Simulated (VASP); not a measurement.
Input of a VASP 6.6.1 run:

The input INCAR:

```
SYSTEM = Sc2Ta
ALGO     = Fast           ! electronic algorithm
EDIFF    = 1E-6           ! SCF threshold, eV
ENCUT    = 520            ! plane-wave cutoff, eV
GGA      = PE             ! functional
ISIF     = 2              ! what is computed and relaxed
ISMEAR   = 0              ! smearing method
LASPH    = .TRUE.         ! aspherical terms in the spheres
LCHARG   = .FALSE.        ! write CHGCAR
LREAL    = .FALSE.        ! projectors in reciprocal space
LWAVE    = .FALSE.        ! write WAVECAR
NBANDS   = 24             ! bands
NELM     = 100            ! most SCF steps
PREC     = Accurate       ! precision mode
SIGMA    = 0.1            ! smearing width, eV
```

File KPOINTS:

```
k-points
0
G
  12 12 16
  0 0 0
```

The input POSCAR:

```
Sc2Ta
1.0
    4.9557754443      0.0000000000      0.0000000000
   -2.4778877222      4.2918274302      0.0000000000
    0.0000000000      0.0000000000      2.9518608766
Sc Ta
2 1
Direct
    0.3333333333      0.6666666667      0.5000000000
    0.6666666667      0.3333333333      0.5000000000
    0.0000000000      0.0000000000      0.0000000000
```

Potentials or basis: VASP PAW PBE potentials, release 64 (Sc_sv, Ta_pv).

Command:

```console
$ cat potpaw_PBE.64/Sc_sv/POTCAR potpaw_PBE.64/Ta_pv/POTCAR > POTCAR
$ mpirun -np 1 vasp_std > vasp.out
```

Task: Estimate the pressure.

Result: 0.1 GPa.

Task: Predict the band gap on the k mesh.

Result: Zero (an odd number of electrons rules out a gap without spin polarisation).

Caveat: spin-orbit coupling is left out, which moves the levels of the heavy elements.
